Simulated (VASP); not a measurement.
# SrTiO3 (Pmm2) in VASP: further runs

Runs on SrTiO3. Level: PBEsol. Tasks: single point.

All numbers are computed with VASP 6.6.1; they aren't measurements. Logs are shortened: lines on timing, memory, paths and dates and some standing lists are left out, and cuts for length are marked.

## Step 1: The cell of the first run

It takes space group Pmm2 (No. 25, orthorhombic). The conventional cell has a = 3.787 Å, b = 3.891 Å, c = 3.787 Å, α = 90.00°, β = 90.00°, γ = 90.00°. Sr (site symmetry mm2) has 12 O at 2.61 to 2.78 Å and 8 Ti at 3.30 to 3.33 Å within 3.4 Å. Within 2.4 Å of Ti (site symmetry mm2) lie 6 O at 1.78 to 2.01 Å. Within 2.4 Å of O (site symmetry mm2) lie 2 Ti at 1.78 to 2.01 Å. O (site symmetry mm2) has 2 Ti at 1.90 Å within 2.5 Å. Within 2.8 Å of O (site symmetry mm2) lie 2 Ti at 1.95 Å and 4 Sr at 2.61 to 2.75 Å and 8 O at 2.71 to 2.72 Å.

## Step 2: Single point, PBEsol (atoms displaced along a vibrational mode, the cell strained)

INCAR

```
  PREC = Accurate
  ENCUT = 520
  EDIFF = 1E-6
  ISMEAR = 0
  SIGMA = 0.05
  LREAL = F
  LASPH = T
  NELM = 100
  ALGO = Normal
  ISIF = 2
  LWAVE = F
  LCHARG = F
  GGA = PS
  NBANDS = 28
```

KPOINTS

```
regular mesh
0
Gamma
  8 8 8
```

POSCAR

```
SrTiO3
1.0
    3.7874816529      0.0000000000      0.0000000000
    0.0000000000      3.7874816529      0.0000000000
    0.0000000000      0.0000000000      3.8913815400
Sr Ti O
1 1 3
Direct
    0.0048145112      0.0000000000      0.0000000000
    0.5118852015      0.5000000000      0.5000000000
   -0.0194219610      0.5000000000      0.5000000000
    0.4787479076      0.0000000000      0.5000000000
    0.4787479076      0.5000000000      0.0000000000
```

Potentials or basis: VASP PAW PBE potentials, release 64 (Sr_sv, Ti_sv, O).

Started as:

```
$ cat potpaw_PBE.64/Sr_sv/POTCAR potpaw_PBE.64/Ti_sv/POTCAR potpaw_PBE.64/O/POTCAR > POTCAR
$ mpirun -np 1 vasp_std > vasp.out
```

OUTCAR:

```text
PREC = Accurate
   ENCUT = 520
   EDIFF = 1E-6
   ISMEAR = 0
   LREAL = F
   LASPH = T
   NELM = 100
   ISIF = 2
   GGA = PS

 ion  position               nearest neighbor table
   1  0.005  0.000  0.000-   5 2.61   5 2.61   4 2.65   4 2.65   3 2.72   3 2.72   3 2.72   3 2.72
                             5 2.75   5 2.75   4 2.78   4 2.78   2 3.30   2 3.30   2 3.30   2 3.30
   2  0.512  0.500  0.500-   3 1.78   4 1.90   4 1.90   5 1.95   5 1.95   3 2.01   1 3.30   1 3.30
                             1 3.30   1 3.30   1 3.33   1 3.33   1 3.33   1 3.33
   3  0.981  0.500  0.500-   2 1.78   2 2.01   1 2.72   1 2.72   1 2.72   1 2.72
   4  0.479  0.000  0.500-   2 1.90   2 1.90   1 2.65   1 2.65   1 2.78   1 2.78
   5  0.479  0.500  0.000-   2 1.95   2 1.95   1 2.61   1 2.61   1 2.75   1 2.75

  LATTYP: Found a simple tetragonal cell.
 ALAT       =     3.7874816529
 C/A-ratio  =     1.0274324463

  Lattice vectors:

 A1 = (   3.7874816529,   0.0000000000,   0.0000000000)
 A2 = (   0.0000000000,   3.7874816529,   0.0000000000)
 A3 = (   0.0000000000,   0.0000000000,   3.8913815400)

Analysis of symmetry for initial positions (statically):
=====================================================================
 Subroutine PRICEL returns:
 Original cell was already a primitive cell.

 Routine SETGRP: Setting up the symmetry group for a
 simple tetragonal supercell.

 Subroutine GETGRP returns: Found  4 space group operations
 (whereof  4 operations were pure point group operations)
 out of a pool of 16 trial point group operations.

The static configuration has the point symmetry C_2v.

Analysis of symmetry for dynamics (positions and initial velocities):
=====================================================================
 Subroutine PRICEL returns:
 Original cell was already a primitive cell.

 Routine SETGRP: Setting up the symmetry group for a
 simple tetragonal supercell.

 Subroutine GETGRP returns: Found  4 space group operations
 (whereof  4 operations were pure point group operations)
 out of a pool of 16 trial point group operations.

The dynamic configuration has the point symmetry C_2v.

 Subroutine INISYM returns: Found  4 space group operations
 (whereof  4 operations are pure point group operations),
 and found     1 'primitive' translations

----------------------------------------------------------------------------------------

                                     Primitive cell

  volume of cell :      55.8219

  direct lattice vectors                    reciprocal lattice vectors
     3.787481653  0.000000000  0.000000000     0.264027682  0.000000000  0.000000000
     0.000000000  3.787481653  0.000000000     0.000000000  0.264027682  0.000000000
     0.000000000  0.000000000  3.891381540     0.000000000  0.000000000  0.256978143

  length of vectors
     3.787481653  3.787481653  3.891381540     0.264027682  0.264027682  0.256978143

  position of ions in fractional coordinates (direct lattice)
     0.004814511  0.000000000  0.000000000
     0.511885202  0.500000000  0.500000000
     0.980578039  0.500000000  0.500000000
     0.478747908  0.000000000  0.500000000
     0.478747908  0.500000000  0.000000000

  ion indices of the primitive-cell ions
   primitive index   ion index
                 1           1
                 2           2
                 3           3
                 4           4
                 5           5

----------------------------------------------------------------------------------------

 KPOINTS: regular mesh

Automatic generation of k-mesh.
 Grid dimensions read from file:
 generate k-points for:    8    8    8

 Generating k-lattice:

  Cartesian coordinates                     Fractional coordinates (reciprocal lattice)
     0.033003460  0.000000000  0.000000000     0.125000000  0.000000000  0.000000000
     0.000000000  0.033003460  0.000000000     0.000000000  0.125000000  0.000000000
     0.000000000  0.000000000  0.032122268     0.000000000  0.000000000  0.125000000

  Length of vectors
     0.033003460  0.033003460  0.032122268

  Shift w.r.t. Gamma in fractional coordinates (k-lattice)
     0.000000000  0.000000000  0.000000000

 Subroutine IBZKPT returns following result:
 ===========================================

 Found    125 irreducible k-points:

 Following reciprocal coordinates:
            Coordinates               Weight
  0.000000  0.000000  0.000000      1.000000
  0.125000  0.000000  0.000000      2.000000
  0.000000  0.125000  0.000000      2.000000
  0.250000  0.000000  0.000000      2.000000
  0.000000  0.250000  0.000000      2.000000
  0.375000  0.000000  0.000000      2.000000
[... 16 lines left out ...]
  0.500000  0.375000  0.000000      2.000000
 -0.375000  0.500000  0.000000      2.000000
 [... further k-points ...]
   k-points           NKPTS =    125   k-points in BZ     NKDIM =    125   number of bands    NBANDS=     28
   number of dos      NEDOS =    301   number of ions     NIONS =      5
   total plane-waves  NPLWV =  23520
   dimension x,y,z NGX =    28 NGY =   28 NGZ =   30
   dimension x,y,z NGXF=    56 NGYF=   56 NGZF=   60
   ions per type =               1   1   3
   NGX,Y,Z   is equivalent  to a cutoff of  12.29, 12.29, 12.82 a.u.
   NGXF,Y,Z  is equivalent  to a cutoff of  24.58, 24.58, 25.63 a.u.
 SYSTEM =  unknown system
   PREC   = accura    normal or accurate (medium, high low for compatibility)
   ISTART =      0    job   : 0-new  1-cont  2-samecut
   ICHARG =      2    charge: 1-file 2-atom 10-const
   ISPIN  =      1    spin polarized calculation?
   LNONCOLLINEAR =      F non collinear calculations
   LSORBIT =      F    spin-orbit coupling
   LASPH  =      T    aspherical Exc in radial PAW
   ENCUT  =  520.0 eV  38.22 Ry    6.18 a.u.   7.04  7.04  7.24*2*pi/ulx,y,z
   NELM   =    100;   NELMIN=  2; NELMDL= -5     # of ELM steps
   EDIFF  = 0.1E-05   stopping-criterion for ELM
   LREAL  =      F    real-space projection
   EDIFFG = 0.1E-04   stopping-criterion for IOM
   NSW    =      0    number of steps for IOM
   IBRION =     -1    ionic relax: 0-MD 1-quasi-New 2-CG
   NFREE  =      0    steps in history (QN), initial steepest desc. (CG)
   ISIF   =      2    stress and relaxation
   ISYM   =      2    0-nonsym 1-usesym 2-fastsym
   POTIM  = 0.5000    time-step for ionic-motion
   TEBEG  =    0.0;   TEEND  =   0.0 temperature during run
   PSTRESS=    0.0 pullay stress
   NELECT =      40.0000    total number of electrons
   NUPDOWN=      -1.0000    fix difference up-down
   EMIN   =  10.00;   EMAX   =-10.00  energy-range for DOS
   EFERMI =   0.00;   METHOD = LEGACY
   ISMEAR =     0;   SIGMA  =   0.05  broadening in eV -4-tet -1-fermi 0-gaus
   EFERMI_NEDOS =   21; number of points for ismear=-14 and -15
   IALGO  =     38    algorithm
   IMIX   =      4    mixing-type and parameters
     AMIX     =   0.40;   BMIX     =  1.00
     AMIX_MAG =   1.60;   BMIX_MAG =  1.00
  volume/ion in A,a.u.               =      11.16        75.34
  Fermi-wavevector in a.u.,A,eV,Ry     =   1.464963  2.768378 29.199672  2.146115
  Thomas-Fermi vector in A             =   2.580876
   LORBIT       =      0    0 simple, 1 ext, 2 COOP (PROOUT), +10 PAW based schemes
   GGA     = PS    functional components
   LHFCALC =     F    Hartree Fock is set to
   AEXX    =    0.0000 exact exchange contribution
   IVDW    =     0    specifies the selected vdW correction
   LEPSILON=     F    determine dielectric tensor
   LRPA    =     F    only Hartree local field effects (RPA)
 non-spin polarized calculation
 Gauss-broadening in eV      SIGMA  =   0.05
  energy-cutoff  :      520.00
  volume of cell :       55.82
 maximum number of plane-waves:      1524
   NGX = 15   NGY = 15   NGZ = 15

 number of electron      39.9999996 magnetization

 Free energy of the ion-electron system (eV)
  ---------------------------------------------------
  ext. energy  EPLUGINS =         0.00000000
  ---------------------------------------------------
  free energy    TOTEN  =       -41.82235779 eV

  energy without entropy =      -41.82235779  energy(sigma->0) =      -41.82235779

 E-fermi :   4.7794     XC(G=0): -11.8812

 val. band max:        4.5603138570   @ k =   0.5000   0.5000   0.5000
 cond. band min:       6.5367425535   @ k =   0.0000   0.0000   0.0000
 fundamental gap:      1.9764286965
 Fermi energy:         4.7794042418

 k-point     1 :       0.0000    0.0000    0.0000
  band No.  band energies     occupation
      1     -51.2629      2.00000
      2     -27.8902      2.00000
      3     -27.7558      2.00000
      4     -27.6820      2.00000
      5     -27.6466      2.00000
      6     -13.0465      2.00000
[... 20 lines left out ...]
     27      10.0680      0.00000
     28      11.1647      0.00000

 k-point     2 :       0.1250    0.0000    0.0000
  band No.  band energies     occupation
      1     -51.2625      2.00000
      2     -27.9110      2.00000
      3     -27.7460      2.00000
      4     -27.6812      2.00000
      5     -27.6459      2.00000
      6     -13.0341      2.00000
[... 20 lines left out ...]
     27      10.4081      0.00000
     28      11.5815      0.00000

 k-point     3 :       0.0000    0.1250    0.0000
  band No.  band energies     occupation
      1     -51.2625      2.00000
      2     -27.9018      2.00000
      3     -27.7557      2.00000
      4     -27.6805      2.00000
      5     -27.6459      2.00000
      6     -13.0501      2.00000
[... 20 lines left out ...]
     27      10.3660      0.00000
     28      11.5545      0.00000

 k-point     4 :       0.2500    0.0000    0.0000
  band No.  band energies     occupation
      1     -51.2616      2.00000
      2     -27.9566      2.00000
      3     -27.7264      2.00000
      4     -27.6795      2.00000
      5     -27.6441      2.00000
      6     -13.0870      2.00000
[... 578 lines left out ...]
     27      13.4534      0.00000
     28      13.9049      0.00000

 k-point    23 :       0.5000    0.3750    0.0000
  band No.  band energies     occupation
      1     -51.2580      2.00000
      2     -27.9091      2.00000
      3     -27.7830      2.00000
      4     -27.7726      2.00000
      5     -27.6376      2.00000
      6     -12.4956      2.00000
[... 20 lines left out ...]
     27      13.7309      0.00000
     28      14.0473      0.00000

 k-point    24 :      -0.3750    0.5000    0.0000
  band No.  band energies     occupation
      1     -51.2580      2.00000
      2     -27.8701      2.00000
      3     -27.8487      2.00000
      4     -27.7457      2.00000
      5     -27.6376      2.00000
      6     -12.5232      2.00000
[... 20 lines left out ...]
     27      13.6725      0.00000
     28      14.1722      0.00000

 [... further k-points ...]
[... 5 lines left out ...]
  --------------------------------------------------------------------------------------
  -------------------------------------------------------------------------------------
  Total        6.6237737      5.1878762      2.3882468      0.0000000      0.0000000      0.0000000
  in kB      190.1127222    148.9002044     68.5464385      0.0000000      0.0000000      0.0000000
  external PRESSURE =     135.8531217 kB  Pullay stress =       0.0000000 kB

 VOLUME and BASIS-vectors are now :
 -----------------------------------------------------------------------------
  energy-cutoff  :      520.00
  volume of cell :       55.82
      direct lattice vectors                 reciprocal lattice vectors
     3.787481653  0.000000000  0.000000000     0.264027682  0.000000000  0.000000000
     0.000000000  3.787481653  0.000000000     0.000000000  0.264027682  0.000000000
     0.000000000  0.000000000  3.891381540     0.000000000  0.000000000  0.256978143

 POSITION                                       TOTAL-FORCE (eV/Angst)
 -----------------------------------------------------------------------------------
      0.01823      0.00000      0.00000        -0.055022      0.000000      0.000000
      1.93876      1.89374      1.94569        -0.945392      0.000000      0.000000
      3.71392      1.89374      1.94569         1.005312      0.000000      0.000000
      1.81325      0.00000      1.94569        -0.076833      0.000000      0.000000
      1.81325      1.89374      0.00000         0.071935      0.000000      0.000000
 -----------------------------------------------------------------------------------
    total drift:                                0.000099      0.000000     -0.000005

  FREE ENERGIE OF THE ION-ELECTRON SYSTEM (eV)
  ---------------------------------------------------
  free  energy   TOTEN  =       -41.8223577904 eV

  energy  without entropy=      -41.8223577904  energy(sigma->0) =      -41.82235779
```

Wall time 6.2 min (1 thread of Intel Xeon 8259CL, shared host); peak memory 0.28 GiB.

What came out:

- Free energy: -41.8224 eV
- Pressure: 13.6 GPa
- Largest force: 1.005 eV/Å
- Band gap on the k mesh: 1.98 eV (least direct gap 2.43 eV)

Forces in eV/Å, atoms in the order of the input:
```
Sr  -0.055  0.000  0.000
Ti  -0.945  0.000  0.000
O    1.005  0.000  0.000
O   -0.077  0.000  0.000
O    0.072  0.000  0.000
```

Stress tensor (GPa, compression positive):
```
19.01  0.00  0.00
 0.00 14.89  0.00
 0.00  0.00  6.85
```

Caveat: the cell differs from its parent crystal (atoms displaced along a vibrational mode, the cell strained); the stress differs along the axes, from 7 to 19 GPa; the PAW data sets were made with another functional, which shifts forces and pressure a little.

## Step 3: Single point, PBEsol (atoms displaced along a vibrational mode, the cell strained)

INCAR

```
ALGO = Normal ; EDIFF = 1E-7
ENCUT = 520 ; GGA = PS
ISIF = 2 ; ISMEAR = 0
LASPH = T ; LCHARG = F
LREAL = F ; LWAVE = F
NBANDS = 28 ; NELM = 60
PREC = Accurate ; SIGMA = 0.05
```

KPOINTS

```
k-points
0
Gamma
  8 8 8
```

POSCAR

```
SrTiO3
1.0
    3.8396261655      0.0000000000      0.0000000000
    0.0000000000      3.8396261655      0.0000000000
    0.0000000000      0.0000000000      3.8913815400
Sr Ti O
1 1 3
Direct
    0.0024043448      0.0000000000      0.0000000000
    0.5059354150      0.5000000000      0.5000000000
   -0.0096992381      0.5000000000      0.5000000000
    0.4893868027      0.0000000000      0.5000000000
    0.4893868027      0.5000000000      0.0000000000
```

Potentials or basis: VASP PAW PBE potentials, release 64 (Sr_sv, Ti_sv, O).

Started as:

```
$ cat potpaw_PBE.64/Sr_sv/POTCAR potpaw_PBE.64/Ti_sv/POTCAR potpaw_PBE.64/O/POTCAR > POTCAR
$ mpirun -np 1 vasp_std > vasp.out
```

Run time: 7.2 min. Hardware: 1 thread of Intel Xeon 8259CL, shared host; peak memory 0.29 GiB.

It converged, with:

```
Free energy            : -41.9719 eV
Pressure               : 6.3 GPa
Largest force          : 0.204 eV/Å
Band gap on the k mesh : 1.87 eV (least direct gap 2.25 eV)
```

Forces in eV/Å, atoms in the order of the input:
```
Sr  -0.007  0.000  0.000
Ti  -0.170  0.000  0.000
O    0.204  0.000  0.000
O   -0.031  0.000  0.000
O    0.004  0.000  0.000
```

Stress tensor (GPa, compression positive):
```
8.12 0.00 0.00
0.00 7.23 0.00
0.00 0.00 3.57
```

Levels at points of the mesh, in eV from the valence-band top:
```
           k point  band 18  band 19  band 20  band 21  band 22  band 23
(0.00, 0.00, 0.00)    -0.40    -0.39    -0.38     1.87     1.96     1.99
(0.50, 0.00, 0.00)    -2.17    -0.74    -0.73     2.08     4.06     4.06
(0.00, 0.50, 0.00)    -2.17    -0.82    -0.78     2.16     4.02     4.03
(0.50, 0.50, 0.00)    -1.58    -1.57    -0.09     4.03     4.07     4.51
(0.00, 0.00, 0.50)    -2.16    -0.81    -0.75     2.17     3.89     3.90
(0.50, 0.00, 0.50)    -1.65    -1.65    -0.14     3.90     4.07     4.43
(0.00, 0.50, 0.50)    -1.69    -1.69    -0.12     3.91     4.04     4.43
(0.50, 0.50, 0.50)    -0.04    -0.01     0.00     4.69     4.70     4.77
```

Caveat: the cell differs from its parent crystal (atoms displaced along a vibrational mode, the cell strained); the cell stands under pressure; the PAW data sets were made with another functional, which shifts forces and pressure a little.

(Part 1 of 2 ends here.)
